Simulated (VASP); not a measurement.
Here is a VASP 6.6.1 calculation.

Contents of INCAR:

```
PREC     = Accurate       # precision mode
ENCUT    = 520            # plane-wave cutoff, eV
EDIFF    = 1E-8           # SCF threshold, eV
ISMEAR   = -1             # smearing method
SIGMA    = 0.03           # smearing width, eV
LREAL    = False          # projectors in reciprocal space
LASPH    = True           # aspherical terms in the spheres
NELM     = 60             # most SCF steps
ALGO     = Normal         # electronic algorithm
ISIF     = 2              # what is computed and relaxed
LWAVE    = False          # write WAVECAR
LCHARG   = False          # write CHGCAR
GGA      = CA             # functional
LEFG     = True         
NBANDS   = 18             # bands
```

Contents of KPOINTS:

```
Automatic mesh
0
Gamma
  12 12 10
```

The input POSCAR:

```
HgPt
1.0
    3.0292696954      0.0000000000      0.0000000000
    0.0000000000      3.0292696954      0.0000000000
    0.0000000000      0.0000000000      3.9000190458
Hg Pt
1 1
Direct
    0.0000000000      0.0000000000      0.0000000000
    0.5000000000      0.5000000000      0.5000000000
```

Potentials or basis: VASP PAW LDA potentials, release 64 (Hg, Pt).

Command:

```bash
$ cat potpaw_LDA.64/Hg/POTCAR potpaw_LDA.64/Pt/POTCAR > POTCAR
$ mpirun -np 1 vasp_std > vasp.out
```

**Question.** What does it give for the pressure?

**Answer.** -9.3 GPa.

**Question.** Estimate the band gap on the k mesh.

**Answer.** Zero (bands 11 and 12 overlap by 3.41 eV).

Stress tensor (GPa, compression positive):
```
-9.47  0.00  0.00
 0.00 -9.47  0.00
 0.00  0.00 -8.98
```

Caveat: the cell stands under tension; without QUAD_EFG the Cq values of the log hold for a quadrupole moment of 1 mb, not for the nuclei; spin-orbit coupling is left out, which moves the levels of the heavy elements.
